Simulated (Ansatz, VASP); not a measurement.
**One calculation of Cs, two programs**

The input INCAR:

```
PREC = Accurate
ENCUT = 500
EDIFF = 1E-6
ISMEAR = -1
SIGMA = 0.1
LREAL = F
LASPH = T
NELM = 120
ALGO = Normal
ISIF = 2
LWAVE = F
LCHARG = F
GGA = PE
NBANDS = 16
GGA_COMPAT = F
```

Contents of KPOINTS:

```
Automatic mesh
0
Gamma
  6 6 6
```

File POSCAR:

```
Cs
1.0
    0.0000000000      5.5436492595      5.5436492595
    5.5436492595      0.0000000000      5.5436492595
    5.5436492595      5.5436492595      0.0000000000
Cs
2
Direct
    0.1250000000      0.1250000000      0.1250000000
    0.8750000000      0.8750000000      0.8750000000
```

Input for Ansatz:

```yaml
crystal:
  lattice:
    - [0.0, 5.5436492595, 5.5436492595]
    - [5.5436492595, 0.0, 5.5436492595]
    - [5.5436492595, 5.5436492595, 0.0]
  atoms:
    - { symbol: Cs, position: [0.125, 0.125, 0.125] }
    - { symbol: Cs, position: [0.875, 0.875, 0.875] }
hamiltonian:
  xc: pbe
  pseudopotentials:
    kind: paw
    azcp:
      Cs: "pseudopotentials/Cs.paw.azcp"
basis:
  ecutwfc: 420
  fft_grid_basis: typed
kpoints:
  mp_grid: { grid: [6, 6, 6], shift: [0, 0, 0] }
magnetization:
  spin_polarized: false
scf:
  occupations: { method: fermi_dirac, width: 0.1 }
  lower_state_search: "off"
output:
  stress: true
```

Alike in both runs: task single point; functional PBE; k mesh 6 × 6 × 6; occupations fermi-dirac, width 0.1 eV; no spin polarisation.

|  | VASP | Ansatz |
| --- | --- | --- |
| version | VASP 6.6.1 | Ansatz 0.2.0 |
| potentials or method | VASP PAW PBE potentials, release 64 (Cs_sv), cutoff 500 eV | plane waves (420 eV) with PAW, scalar-relativistic |
| valence electrons in the cell | 18 | 18 |

|  | VASP | Ansatz | Ansatz less VASP |
| --- | --- | --- | --- |
| pressure (GPa) | 0.1 | 0.1 | 0.00 |

Spin-orbit coupling is off throughout.
